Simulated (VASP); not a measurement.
A run of VASP 6.6.1 is set up as follows.

INCAR

```
SYSTEM = GaSb3
PREC     = Accurate       ! precision mode
ENCUT    = 500            ! plane-wave cutoff, eV
EDIFF    = 1E-6           ! SCF threshold, eV
ISMEAR   = -1             ! smearing method
SIGMA    = 0.05           ! smearing width, eV
LREAL    = .False.        ! projectors in reciprocal space
LASPH    = .True.         ! aspherical terms in the spheres
NELM     = 120            ! most SCF steps
ALGO     = Normal         ! electronic algorithm
ISIF     = 2              ! what is computed and relaxed
LWAVE    = .False.        ! write WAVECAR
LCHARG   = .False.        ! write CHGCAR
NBANDS   = 22             ! bands
GGA_COMPAT= .False.
```

The input KPOINTS:

```
Automatic mesh
0
Gamma
  6 6 6
  0 0 0
```

POSCAR

```
GaSb3
1.0
    0.0000000000      3.6801753734      3.6801753734
    3.6801753734      0.0000000000      3.6801753734
    3.6801753734      3.6801753734      0.0000000000
Sb Ga
3 1
Direct
    0.5000000000      0.5000000000      0.5000000000
    0.7500000000      0.7500000000      0.7500000000
    0.2500000000      0.2500000000      0.2500000000
    0.0000000000      0.0000000000      0.0000000000
```

Potentials or basis: VASP PAW LDA potentials, release 64 (Sb, Ga_d).

Command:

```console
$ cat potpaw_LDA.64/Sb/POTCAR potpaw_LDA.64/Ga_d/POTCAR > POTCAR
$ mpirun -np 1 vasp_std > vasp.out
```

(1) What does it give for the pressure?

(2) What does it give for the band gap on the k mesh?

Results:

(1) -2.6 GPa.

(2) zero (band 14 reaches 9.12 eV, above the bottom of band 15 at 5.32 eV).

Caveat: spin-orbit coupling is left out, which moves the levels of the heavy elements.
